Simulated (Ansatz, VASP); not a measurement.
**Ga2Te3Pd: VASP beside Ansatz**

```
Ga Te Pd
1.0
     6.61207    0.00000    0.00000
    -3.30603    5.72622    0.00000
     0.00000    0.00000    4.70461
Ga Te Pd
2 3 1
Direct
  0.00000 0.00000 0.00000
  0.66667 0.33333 0.50000
  0.48787 0.51213 0.00000
  0.48787 0.97573 0.00000
  0.02427 0.51213 0.00000
  0.33333 0.66667 0.50000
```

Alike in both runs: task relaxation of cell and atoms; functional PBE; k mesh 3 × 3 × 4; occupations gaussian, width 0.1 eV; no spin polarisation.

```csv
,VASP,Ansatz
version,VASP 6.6.1,Ansatz 0.2.0
potentials or method,"VASP PAW PBE potentials, release 64 (Ga_d, Te, Pd), cutoff 600 eV","scalar-relativistic, plane waves, PAW"
valence electrons in the cell,54,92
```

|  | VASP | Ansatz | Ansatz less VASP |
| --- | --- | --- | --- |
| gap on the k mesh at the Fermi level, each at its own relaxed structure (eV) | none | none | - |
| relaxed volume (Å³/atom) | 28.92 | 29.07 | +0.151 |
| relaxed cell length with the largest relative difference (Å) | 7.007 | 7.024 | +0.0169 |

A gap of «none» marks a metal or a gap that the smearing closes. VASP's potentials hold 54 valence electrons a cell and Ansatz's 92, so a difference there can come from the potentials and not from the codes.

The k mesh is coarse, so the values compare programs but aren't converged. Spin-orbit coupling is off throughout.
